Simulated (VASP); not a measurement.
Ge:

```xyz
4
Lattice="3.9957 0.0000 0.0000 -1.9978 3.4603 0.0000 0.0000 0.0000 10.8448" Properties=species:S:1:pos:R:3 pbc="T T T"
Ge    1.9978    1.1534    4.4989
Ge    0.0000    2.3069    9.9213
Ge    0.0000    0.0000    5.1779
Ge    0.0000    0.0000   10.6003
```

Base run:

```yaml
Program: VASP 6.6.1
Functional: LDA
Potentials_or_basis: VASP PAW LDA potentials, release 64 (Ge_d)
Cutoff: 520 eV
k_mesh: 6 × 6 × 2
Occupations: fermi-dirac, width 0.05 eV
Spin: no spin polarisation
```

Its results: band gap on the k mesh zero (filled and empty bands touch); pressure -1.4 GPa; largest force 0.167 eV/Å.

Q: The run is repeated on the same cell with these changes: k mesh from 6 × 6 × 2 to 8 × 8 × 3. What comes out?

A: Band gap on the k mesh 0.69 eV, indirect (least direct gap 0.70 eV); pressure -1.4 GPa; largest force 0.174 eV/Å.

A k mesh can miss the band edges.
